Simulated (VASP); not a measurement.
Input of a VASP 6.6.1 run:

The input INCAR:

```
PREC = Accurate
ENCUT = 520
EDIFF = 1E-6
ISMEAR = -1
SIGMA = 0.1
LREAL = F
LASPH = T
NELM = 80
ALGO = Normal
ISIF = 2
LWAVE = F
LCHARG = T
GGA = PE
LELF = T
LVHAR = T
NBANDS = 44
```

File KPOINTS:

```
Automatic mesh
0
Gamma
  7 7 10
```

Contents of POSCAR:

```
Lu
1.0
    5.2174248671      0.0000000000      0.0000000000
   -2.6087124336      4.5184224772      0.0000000000
    0.0000000000      0.0000000000      3.2558723144
Lu
3
Direct
    0.0000000000      0.0000000000      0.0000000000
    0.3333333333      0.6666666667      0.5000000000
    0.6666666667      0.3333333333      0.5000000000
```

Potentials or basis: VASP PAW PBE potentials, release 64 (Lu).

Launch:

```console
$ cat potpaw_PBE.64/Lu/POTCAR > POTCAR
$ mpirun -np 1 vasp_std > vasp.out
```

What does it give for the pressure?

7.5 GPa.

Predict the band gap on the k mesh.

zero (an odd number of electrons rules out a gap without spin polarisation).

Caveat: the cell stands under pressure; spin-orbit coupling is left out, which moves the levels of the heavy elements.
